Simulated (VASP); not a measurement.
# DyAgH2 (I4_1/amd) in VASP: further runs, part 2 of 2

VASP 6.6.1.

## Step 3: Single point, PBE (11.89 Å³/atom)

This run uses another cell than the first one, of 11.89 Å³/atom.

Contents of INCAR:

```
ALGO = Normal ; EDIFF = 1E-6
ENCUT = 500 ; GGA = PE
GGA_COMPAT = F ; ISIF = 2
ISMEAR = 0 ; LASPH = T
LCHARG = F ; LMAXMIX = 6
LREAL = F ; LWAVE = F
NBANDS = 32 ; NELM = 200
PREC = Accurate ; SIGMA = 0.1
```

Contents of KPOINTS:

```
k-points
0
Gamma
  10 10 10
```

Contents of POSCAR:

```
DyAgH2
1.0
   -2.1180398387      2.1180398387      5.2992467750
    2.1180398387     -2.1180398387      5.2992467750
    2.1180398387      2.1180398387     -5.2992467750
Dy Ag H
2 2 4
Direct
    0.0000000000      0.0000000000      0.0000000000
    0.7500000000      0.2500000000      0.5000000000
    0.5000000000      0.5000000000      0.0000000000
    0.2500000000      0.7500000000      0.5000000000
    0.2040086120      0.2040086120      0.0000000000
    0.7959913880      0.7959913880      0.0000000000
    0.5459913880      0.0459913880      0.5000000000
    0.9540086120      0.4540086120      0.5000000000
```

Potentials or basis: VASP PAW PBE potentials, release 64 (Dy_3, Ag, H), 4f in core.

The run is started by

```bash
> cat potpaw_PBE.64/Dy_3/POTCAR potpaw_PBE.64/Ag/POTCAR potpaw_PBE.64/H/POTCAR > POTCAR
> mpirun -np 1 vasp_std > vasp.out
```

OUTCAR:

```text
EDIFF = 1E-6
   ENCUT = 500
   GGA = PE
   ISIF = 2
   ISMEAR = 0
   LASPH = T
   LREAL = F
   NELM = 200
   PREC = Accurate

 ion  position               nearest neighbor table
   1  0.000  0.000  0.000-   5 2.16   6 2.16   7 2.17   8 2.17   7 2.17   8 2.17   3 3.00   3 3.00
                             3 3.00   3 3.00   2 3.39   2 3.39   4 3.39   4 3.39   2 3.39   4 3.39
   2  0.750  0.250  0.500-   7 2.16   8 2.16   6 2.17   5 2.17   6 2.17   5 2.17   4 3.00   4 3.00
                             4 3.00   4 3.00   1 3.39   1 3.39   3 3.39   3 3.39   1 3.39   1 3.39
   3  0.500  0.500  0.000-   7 2.17   8 2.17   7 2.17   8 2.17   1 3.00   1 3.00   1 3.00   1 3.00
                             2 3.39   2 3.39   4 3.39   4 3.39   2 3.39   2 3.39   4 3.39   4 3.39
   4  0.250  0.750  0.500-   6 2.17   5 2.17   6 2.17   5 2.17   2 3.00   2 3.00   2 3.00   2 3.00
                             1 3.39   1 3.39   3 3.39   3 3.39   1 3.39   3 3.39   3 3.39   1 3.39
   5  0.204  0.204  0.000-   1 2.16   4 2.17   2 2.17   2 2.17   4 2.17
   6  0.796  0.796  0.000-   1 2.16   2 2.17   4 2.17   2 2.17   4 2.17
   7  0.546  0.046  0.500-   2 2.16   1 2.17   3 2.17   3 2.17   1 2.17
   8  0.954  0.454  0.500-   2 2.16   1 2.17   3 2.17   1 2.17   3 2.17

  LATTYP: Found a body centered tetragonal cell.
 ALAT       =     4.2360796774
 C/A-ratio  =     2.5019580266

[... 208 lines left out ...]
      5     -17.1936      2.00000
      6     -16.9844      2.00000
[... 829 lines left out ...]
     31      11.6179      0.00000
     32      12.5192      0.00000

 [... further k-points ...]

------------------------ aborting loop because EDIFF is reached ----------------------------------------

  FORCE on cell =-STRESS in cart. coord.  units (eV):
  Direction    XX          YY          ZZ          XY          YZ          ZX
  --------------------------------------------------------------------------------------
  -------------------------------------------------------------------------------------
  Total        5.3273225      5.3273225      5.5454083      0.0000000     -0.0000000      0.0000000
  in kB       89.7588303     89.7588303     93.4333078      0.0000000     -0.0000000      0.0000000
  external PRESSURE =      90.9836561 kB  Pullay stress =       0.0000000 kB

 VOLUME and BASIS-vectors are now :
 -----------------------------------------------------------------------------
  energy-cutoff  :      500.00
  volume of cell :       95.09
      direct lattice vectors                 reciprocal lattice vectors
    -2.118039839  2.118039839  5.299246775     0.000000000  0.236067325  0.094353032
     2.118039839 -2.118039839  5.299246775     0.236067325  0.000000000  0.094353032
     2.118039839  2.118039839 -5.299246775     0.236067325  0.236067325  0.000000000

 POSITION                                       TOTAL-FORCE (eV/Angst)
 -----------------------------------------------------------------------------------
      0.00000      0.00000      0.00000        -0.000000     -0.000000     -0.000000
     -0.00000      2.11804      2.64962        -0.000000     -0.000000     -0.000000
      0.00000      0.00000      5.29925        -0.000000     -0.000000      0.000000
      2.11804     -0.00000      2.64962        -0.000000     -0.000000     -0.000000
      0.00000      0.00000      2.16218        -0.000000     -0.000000      0.008384
      0.00000      0.00000      8.43631        -0.000000     -0.000000     -0.008384
      0.00000      2.11804      0.48744         0.000000      0.000000     -0.008384
     -0.00000      2.11804      4.81181         0.000000      0.000000      0.008384
 -----------------------------------------------------------------------------------
    total drift:                                0.000000     -0.000000      0.000000

  FREE ENERGIE OF THE ION-ELECTRON SYSTEM (eV)
  ---------------------------------------------------
  free  energy   TOTEN  =       -30.3411676235 eV

  energy  without entropy=      -30.3329489785  energy(sigma->0) =      -30.33705830
```

It took 5.5 min on 1 thread of Intel Xeon 6975P-C (Granite Rapids), shared host; peak memory 0.49 GiB.

Results:

```
Free energy            : -30.3412 eV
Pressure               : 9.1 GPa
Largest force          : 0.008 eV/Å
Band gap on the k mesh : zero (bands 22 and 23 overlap by 1.85 eV)
```

Forces in eV/Å, atoms in the order of the input:
```
Dy   0.000  0.000  0.000
Dy   0.000  0.000  0.000
Ag   0.000  0.000  0.000
Ag   0.000  0.000  0.000
H    0.000  0.000  0.008
H    0.000  0.000 -0.008
H    0.000  0.000 -0.008
H    0.000  0.000  0.008
```

Caveat: the cell stands under pressure; spin-orbit coupling is left out, which moves the levels of the heavy elements; the 4f electrons are frozen in the core, so they carry no moment and show no levels. Spin polarisation is off, so any magnetic state and its effect on volume and gap are missing.

## Step 4: Single point, PBE (12.28 Å³/atom)

This run uses another cell than the first one, of 12.28 Å³/atom.

INCAR is that of step 3.

KPOINTS is that of step 3.

Contents of POSCAR:

```
DyAgH2
1.0
   -2.1359954607      2.1359954607      5.3823037535
    2.1359954607     -2.1359954607      5.3823037535
    2.1359954607      2.1359954607     -5.3823037535
Dy Ag H
2 2 4
Direct
    0.0000000000      0.0000000000      0.0000000000
    0.7500000000      0.2500000000      0.5000000000
    0.5000000000      0.5000000000      0.0000000000
    0.2500000000      0.7500000000      0.5000000000
    0.2026774205      0.2026774205      0.0000000000
    0.7973225795      0.7973225795      0.0000000000
    0.5473225795      0.0473225795      0.5000000000
    0.9526774205      0.4526774205      0.5000000000
```

Potentials or basis: VASP PAW PBE potentials, release 64 (Dy_3, Ag, H), 4f in core.

The run is started by

```bash
> cat potpaw_PBE.64/Dy_3/POTCAR potpaw_PBE.64/Ag/POTCAR potpaw_PBE.64/H/POTCAR > POTCAR
> mpirun -np 1 vasp_std > vasp.out
```

OUTCAR:

```text
EDIFF = 1E-6
   ENCUT = 500
   GGA = PE
   ISIF = 2
   ISMEAR = 0
   LASPH = T
   LREAL = F
   NELM = 200
   PREC = Accurate

 ion  position               nearest neighbor table
   1  0.000  0.000  0.000-   5 2.18   6 2.18   7 2.20   8 2.20   7 2.20   8 2.20   3 3.02   3 3.02
                             3 3.02   3 3.02   2 3.44   4 3.44   4 3.44   2 3.44   4 3.44   4 3.44
   2  0.750  0.250  0.500-   7 2.18   8 2.18   6 2.20   5 2.20   6 2.20   5 2.20   4 3.02   4 3.02
                             4 3.02   4 3.02   1 3.44   1 3.44   3 3.44   3 3.44   3 3.44   3 3.44
   3  0.500  0.500  0.000-   7 2.20   8 2.20   7 2.20   8 2.20   1 3.02   1 3.02   1 3.02   1 3.02
                             2 3.44   2 3.44   4 3.44   4 3.44   4 3.44   4 3.44   2 3.44   2 3.44
   4  0.250  0.750  0.500-   6 2.20   5 2.20   6 2.20   5 2.20   2 3.02   2 3.02   2 3.02   2 3.02
                             1 3.44   3 3.44   3 3.44   1 3.44   3 3.44   3 3.44   1 3.44   1 3.44
   5  0.203  0.203  0.000-   1 2.18   4 2.20   2 2.20   2 2.20   4 2.20
   6  0.797  0.797  0.000-   1 2.18   2 2.20   4 2.20   2 2.20   4 2.20
   7  0.547  0.047  0.500-   2 2.18   1 2.20   3 2.20   3 2.20   1 2.20
   8  0.953  0.453  0.500-   2 2.18   1 2.20   3 2.20   1 2.20   3 2.20

  LATTYP: Found a body centered tetragonal cell.
 ALAT       =     4.2719909214
 C/A-ratio  =     2.5198104830

  Lattice vectors:

 A1 = (  -2.1359954607,   2.1359954607,   5.3823037535)
 A2 = (   2.1359954607,  -2.1359954607,   5.3823037535)
 A3 = (   2.1359954607,   2.1359954607,  -5.3823037535)

Analysis of symmetry for initial positions (statically):
=====================================================================
 Subroutine PRICEL returns:
 Original cell was already a primitive cell.

 Routine SETGRP: Setting up the symmetry group for a
 body centered tetragonal supercell.

 Subroutine GETGRP returns: Found 16 space group operations
 (whereof  8 operations were pure point group operations)
 out of a pool of 16 trial point group operations.

The static configuration has the point symmetry D_2d.
 The point group associated with its full space group is D_4h.

Analysis of symmetry for dynamics (positions and initial velocities):
=====================================================================
 Subroutine PRICEL returns:
[... 153 lines left out ...]
 non-spin polarized calculation
 Gauss-broadening in eV      SIGMA  =   0.10
  energy-cutoff  :      500.00
  volume of cell :       98.23
 maximum number of plane-waves:      2516
 NGX is ok and might be reduce to    48
   NGX = 23   NGY = 23   NGZ = 23

 number of electron      44.0000006 magnetization

 Free energy of the ion-electron system (eV)
  ---------------------------------------------------
  ext. energy  EPLUGINS =         0.00000000
  ---------------------------------------------------
  free energy    TOTEN  =       -30.48804843 eV

  energy without entropy =      -30.47940684  energy(sigma->0) =      -30.48372764

 E-fermi :   5.6096     XC(G=0): -11.1512

 val. band max:        5.5997640803   @ k =   0.5000   0.0000  -0.0000
 cond. band min:       5.6133551982   @ k =  -0.3000  -0.4000   0.1000
 fundamental gap:      0.0135911179
 Fermi energy:         5.6095871957

 k-point     1 :       0.0000    0.0000    0.0000
  band No.  band energies     occupation
      1     -18.0003      2.00000
      2     -17.6650      2.00000
      3     -17.6650      2.00000
      4     -17.5560      2.00000
      5     -17.5560      2.00000
      6     -17.3700      2.00000
[... 829 lines left out ...]
     31      11.2076      0.00000
     32      12.0578      0.00000

 [... further k-points ...]

------------------------ aborting loop because EDIFF is reached ----------------------------------------

  FORCE on cell =-STRESS in cart. coord.  units (eV):
  Direction    XX          YY          ZZ          XY          YZ          ZX
  --------------------------------------------------------------------------------------
  -------------------------------------------------------------------------------------
  Total        3.4414259      3.4414259      3.6277732      0.0000000     -0.0000000      0.0000000
  in kB       56.1332465     56.1332465     59.1727656      0.0000000     -0.0000000      0.0000000
  external PRESSURE =      57.1464195 kB  Pullay stress =       0.0000000 kB

 VOLUME and BASIS-vectors are now :
 -----------------------------------------------------------------------------
  energy-cutoff  :      500.00
  volume of cell :       98.23
      direct lattice vectors                 reciprocal lattice vectors
    -2.135995461  2.135995461  5.382303753     0.000000000  0.234082894  0.092897024
     2.135995461 -2.135995461  5.382303753     0.234082894  0.000000000  0.092897024
     2.135995461  2.135995461 -5.382303753     0.234082894  0.234082894  0.000000000

 POSITION                                       TOTAL-FORCE (eV/Angst)
 -----------------------------------------------------------------------------------
      0.00000      0.00000      0.00000        -0.000000     -0.000000      0.000000
      0.00000      2.13600      2.69115        -0.000000     -0.000000      0.000000
      0.00000      0.00000      5.38230        -0.000000     -0.000000      0.000000
      2.13600      0.00000      2.69115        -0.000000     -0.000000      0.000000
      0.00000      0.00000      2.18174         0.000000     -0.000000      0.006594
      0.00000      0.00000      8.58286         0.000000     -0.000000     -0.006594
      0.00000      2.13600      0.50941        -0.000000      0.000000     -0.006594
     -0.00000      2.13600      4.87289        -0.000000      0.000000      0.006594
 -----------------------------------------------------------------------------------
    total drift:                                0.000000     -0.000000      0.000000

  FREE ENERGIE OF THE ION-ELECTRON SYSTEM (eV)
  ---------------------------------------------------
  free  energy   TOTEN  =       -30.4880484278 eV

  energy  without entropy=      -30.4794068448  energy(sigma->0) =      -30.48372764
```

Run time: 5.5 min. Hardware: 1 thread of Intel Xeon 6975P-C (Granite Rapids), shared host; peak memory 0.5 GiB.

What came out:

```yaml
Free_energy: -30.4880 eV
Pressure: 5.7 GPa
Largest_force: 0.007 eV/Å
Band_gap_on_the_k_mesh: zero (bands 22 and 23 overlap by 1.81 eV)
```

Forces on the atoms (eV/Å):
```
Dy   0.000  0.000  0.000
Dy   0.000  0.000  0.000
Ag   0.000  0.000  0.000
Ag   0.000  0.000  0.000
H    0.000  0.000  0.007
H    0.000  0.000 -0.007
H    0.000  0.000 -0.007
H    0.000  0.000  0.007
```

Levels at points of the mesh, in eV from the Fermi level:
| k point | band 19 | band 20 | band 21 | band 22 | band 23 | band 24 | band 25 | band 26 |
| --- | --- | --- | --- | --- | --- | --- | --- | --- |
| (0.00, 0.00, 0.00) | -2.36 | -1.85 | -0.07 | 0.93 | 0.99 | 0.99 | 2.25 | 2.25 |
| (0.50, 0.00, 0.00) | -3.69 | -3.15 | -2.15 | -0.01 | 0.55 | 1.76 | 2.09 | 2.17 |
| (0.50, 0.50, 0.00) | -3.77 | -3.77 | -2.47 | -2.47 | 0.72 | 0.72 | 2.76 | 2.76 |
| (0.50, 0.50, 0.50) | -2.58 | -2.58 | 1.03 | 1.03 | 1.80 | 1.80 | 2.55 | 2.55 |

Caveat: the cell stands under pressure; spin-orbit coupling is left out, which moves the levels of the heavy elements; the 4f electrons are frozen in the core, so they carry no moment and show no levels. Spin polarisation is off, so any magnetic state and its effect on volume and gap are missing.

## Step 5: Single point, PBE (12.67 Å³/atom)

This run uses another cell than the first one, of 12.67 Å³/atom.

Contents of INCAR:

```
SYSTEM = DyAgH2
PREC = Accurate
ENCUT = 500
EDIFF = 1E-6
ISMEAR = 0
SIGMA = 0.1
LREAL = .False.
LASPH = .True.
NELM = 200
ALGO = Normal
ISIF = 2
LWAVE = .False.
LCHARG = .False.
GGA = PE
NBANDS = 32
GGA_COMPAT = .False.
LMAXMIX = 6
```

Contents of KPOINTS:

```
Automatic mesh
0
Gamma
  10 10 10
  0 0 0
```

Contents of POSCAR:

```
DyAgH2
1.0
   -2.1536823953      2.1536823953      5.4632291784
    2.1536823953     -2.1536823953      5.4632291784
    2.1536823953      2.1536823953     -5.4632291784
Dy Ag H
2 2 4
Direct
    0.0000000000      0.0000000000      0.0000000000
    0.7500000000      0.2500000000      0.5000000000
    0.5000000000      0.5000000000      0.0000000000
    0.2500000000      0.7500000000      0.5000000000
    0.2014530704      0.2014530704      0.0000000000
    0.7985469296      0.7985469296      0.0000000000
    0.5485469296      0.0485469296      0.5000000000
    0.9514530704      0.4514530704      0.5000000000
```

The run is started by

```bash
> cat potpaw_PBE.64/Dy_3/POTCAR potpaw_PBE.64/Ag/POTCAR potpaw_PBE.64/H/POTCAR > POTCAR
> mpirun -np 1 vasp_std > vasp.out
```

It took 5.9 min on 1 thread of Intel Xeon Platinum 8488C (Sapphire Rapids), shared host; peak memory 0.51 GiB.

Results (log left out):

```
Free energy            : -30.5734 eV
Pressure               : 2.8 GPa
Largest force          : 0.005 eV/Å
Band gap on the k mesh : zero (bands 22 and 23 overlap by 1.77 eV)
```

Forces on the atoms (eV/Å):
```
Dy   0.000  0.000  0.000
Dy   0.000  0.000  0.000
Ag   0.000  0.000  0.000
Ag   0.000  0.000  0.000
H    0.000  0.000  0.005
H    0.000  0.000 -0.005
H    0.000  0.000 -0.005
H    0.000  0.000  0.005
```

Stress tensor (GPa, compression positive):
```
2.74 0.00 0.00
0.00 2.74 0.00
0.00 0.00 2.97
```

Levels at points of the mesh, in eV from the Fermi level:
```
           k point  band 19  band 20  band 21  band 22  band 23  band 24  band 25  band 26
(0.00, 0.00, 0.00)    -2.46    -1.90    -0.08     0.83     0.96     0.96     2.17     2.17
(0.50, 0.00, 0.00)    -3.68    -3.19    -2.15     0.01     0.55     1.66     2.01     2.11
(0.50, 0.50, 0.00)    -3.76    -3.76    -2.47    -2.47     0.69     0.69     2.64     2.64
(0.50, 0.50, 0.50)    -2.61    -2.61     1.00     1.00     1.72     1.72     2.47     2.47
```

Caveat: spin-orbit coupling is left out, which moves the levels of the heavy elements; the 4f electrons are frozen in the core, so they carry no moment and show no levels. Spin polarisation is off, so any magnetic state and its effect on volume and gap are missing.

## Step 6: Summary

| cell | gap on the mesh (eV) | pressure (GPa) | largest force (eV/Å) |
| --- | --- | --- | --- |
| a = 6.000 Å, angles 139.0, 139.0, 59.3°, 8 atoms, atomic positions A | none | 13.1 | 0.01 |
| a = 6.087 Å, angles 139.3, 139.3, 59.0°, 8 atoms, atomic positions B | none | 9.1 | 0.01 |
| a = 6.172 Å, angles 139.5, 139.5, 58.6°, 8 atoms, atomic positions C | none | 5.7 | 0.01 |
| a = 6.255 Å, angles 139.7, 139.7, 58.3°, 8 atoms, atomic positions D | none | 2.8 | - |

Alike in all rows: task single point; level PBE; potentials or basis VASP PAW PBE potentials, release 64 (Dy_3, Ag, H), 4f in core; no spin polarisation; k mesh 10 × 10 × 10; cutoff (eV) 500; smearing gaussian 0.1 eV.

Caveats: spin-orbit coupling is left out, which moves the levels of the heavy elements; the 4f electrons are frozen in the core, so they carry no moment and show no levels; the cell stands under pressure (at least some runs).

Total energies depend on the potentials used, so only differences within one code and one set of settings carry meaning.

The gap in the log of VASP goes by the Fermi energy; the results here count the filled bands.